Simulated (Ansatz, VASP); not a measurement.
**Two plane-wave programs on Ru**

File POSCAR:

```
Ru
1.0
    2.7023482493      0.0000000000      0.0000000000
   -1.3511741246      2.3403022337      0.0000000000
    0.0000000000      0.0000000000     27.7978965643
Ru
7
Direct
    0.6666666667      0.3333333333      0.2698045869
    0.3333333333      0.6666666667      0.3465363913
    0.6666666667      0.3333333333      0.4232681956
    0.3333333333      0.6666666667      0.5000000000
    0.6666666667      0.3333333333      0.5767318044
    0.3333333333      0.6666666667      0.6534636087
    0.6666666667      0.3333333333      0.7301954131
```

The input INCAR.step1:

```
PREC     = Accurate       # precision mode
ENCUT    = 520            # plane-wave cutoff, eV
ISMEAR   = 0              # smearing method
SIGMA    = 0.1            # smearing width, eV
LREAL    = False          # projectors in reciprocal space
LASPH    = True           # aspherical terms in the spheres
NELM     = 100            # most SCF steps
LDIPOL   = True         
IDIPOL   = 3            
DIPOL    = 0.5 0.5 0.500
NBANDS   = 58             # bands
GGA      = PE             # functional
ALGO     = Normal         # electronic algorithm
EDIFF    = 1E-4           # SCF threshold, eV
LWAVE    = True           # write WAVECAR
LCHARG   = False          # write CHGCAR
```

INCAR.step2

```
PREC     = Accurate       # precision mode
ENCUT    = 520            # plane-wave cutoff, eV
EDIFF    = 1E-7           # SCF threshold, eV
ISMEAR   = 0              # smearing method
SIGMA    = 0.1            # smearing width, eV
LREAL    = False          # projectors in reciprocal space
LASPH    = True           # aspherical terms in the spheres
NELM     = 100            # most SCF steps
ALGO     = Normal         # electronic algorithm
ISIF     = 2              # what is computed and relaxed
LWAVE    = False          # write WAVECAR
LCHARG   = False          # write CHGCAR
LDIPOL   = True         
IDIPOL   = 3            
DIPOL    = 0.5 0.5 0.500
METAGGA  = R2SCAN         # meta-GGA
LMIXTAU  = True         
NBANDS   = 58             # bands
ISTART   = 1
```

KPOINTS

```
Automatic mesh
0
Gamma
  15 15 1
```

Input for Ansatz:

```yaml
crystal:
  lattice:
    - [2.7023482493, 0.0, 0.0]
    - [-1.3511741246, 2.3403022337, 0.0]
    - [0.0, 0.0, 27.7978965643]
  atoms:
    - { symbol: Ru, position: [0.6666666667, 0.3333333333, 0.2698045869] }
    - { symbol: Ru, position: [0.3333333333, 0.6666666667, 0.3465363913] }
    - { symbol: Ru, position: [0.6666666667, 0.3333333333, 0.4232681956] }
    - { symbol: Ru, position: [0.3333333333, 0.6666666667, 0.5] }
    - { symbol: Ru, position: [0.6666666667, 0.3333333333, 0.5767318044] }
    - { symbol: Ru, position: [0.3333333333, 0.6666666667, 0.6534636087] }
    - { symbol: Ru, position: [0.6666666667, 0.3333333333, 0.7301954131] }
basis:
  ecutwfc: 500
kpoints:
  mp_grid: { grid: [15, 15, 1] }
hamiltonian:
  xc: r2scan
scf:
  occupations: { method: gaussian, width: 0.1 }
output:
  forces: true
  stress: true
  eigenvalues: true
  write_density: true
  write_potential: true
  elf: true
  volumetric_format: npy
efield:
  axis: 3
  dipole_correction: true
  ramp_width: 0.04
```

Alike in both runs: task single point; functional r2SCAN; k mesh 15 × 15 × 1; occupations gaussian, width 0.1 eV; no spin polarisation.

```csv
,VASP,Ansatz
version,VASP 6.6.1,Ansatz 0.2.0
potentials or method,"VASP PAW PBE potentials, release 64 (Ru_pv), cutoff 520 eV","scalar-relativistic, plane waves, PAW"
valence electrons in the cell,98,112
```

|  | VASP | Ansatz | Ansatz less VASP |
| --- | --- | --- | --- |
| gap on the k mesh at the Fermi level (eV) | none | none | - |
| rms of the force components (eV/Å) | 0.344 | 0.360 | +0.0163 |

VASP's potentials were made for PBE, not for r2SCAN. Atom by atom the forces differ by 0.023 eV/Å (rms over components). A gap of «none» marks a metal or a gap that the smearing closes. VASP's potentials hold 98 valence electrons a cell and Ansatz's 112, so a difference there can come from the potentials and not from the codes. Ansatz's warnings: xc potential rough in thin density.
